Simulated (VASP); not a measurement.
Cr:

```xyz
3
Lattice="4.0771 0.0000 0.0000 -2.0385 3.5308 0.0000 0.0000 0.0000 2.4992" Properties=species:S:1:pos:R:3 pbc="T T T"
Cr    0.0000    0.0000    0.0000
Cr    0.0000    2.3539    1.2496
Cr    2.0385    1.1769    1.2496
```

This isn't the form of Cr at room conditions, which is bcc.

| Item | Value |
| --- | --- |
| Program | VASP 6.6.1 |
| Task | relaxation of cell and atoms |
| Functional | BLYP |
| Potentials or basis | VASP PAW PBE potentials, release 64 (Cr_pv) |
| Cutoff | 600 eV |
| k mesh | 9 × 9 × 13 |
| Occupations | fermi-dirac, width 0.1 eV |
| Spin | no spin polarisation |

At the start: pressure 5.9 GPa; volume 11.99 Å³/atom.

**Question.** Where does the relaxation end?

**Answer.** Over 8 steps the energy falls by 113.0 meV/atom and the volume is 12.25 Å³/atom (+2.2 %); space group P6/mmm (No. 191, to 0.1 Å) before and after.

Step by step:
| step | energy change (eV) | largest force (eV/Å) | pressure (GPa) | volume (Å³) |
| --- | --- | --- | --- | --- |
| 1 | 0.0000 | 0.0000 | 5.86 | 35.98 |
| 2 | -0.2686 | 0.0000 | -7.81 | 38.20 |
| 3 | -0.2710 | 0.0000 | -8.57 | 38.35 |
| 4 | -0.2255 | 0.0000 | 7.58 | 35.82 |
| 5 | -0.3335 | 0.0000 | -2.65 | 37.23 |
| 6 | -0.3335 | 0.0000 | -2.35 | 37.20 |
| 7 | -0.3370 | 0.0000 | 1.38 | 36.50 |
| 8 | -0.3389 | 0.0000 | -0.02 | 36.76 |

Final structure:
```yaml
crystal:
  lattice:
    - [4.29004, 0.00000, 0.00000]
    - [-2.14502, 3.71528, 0.00000]
    - [0.00000, 0.00000, 2.30627]
  atoms:
    - { symbol: Cr, position: [0.00000, 0.00000, 0.00000] }
    - { symbol: Cr, position: [0.33333, 0.66667, 0.50000] }
    - { symbol: Cr, position: [0.66667, 0.33333, 0.50000] }
```

Caveat: the PAW data sets were made with another functional, which shifts forces and pressure a little; the run has no spin polarisation, though such a crystal can be magnetic.
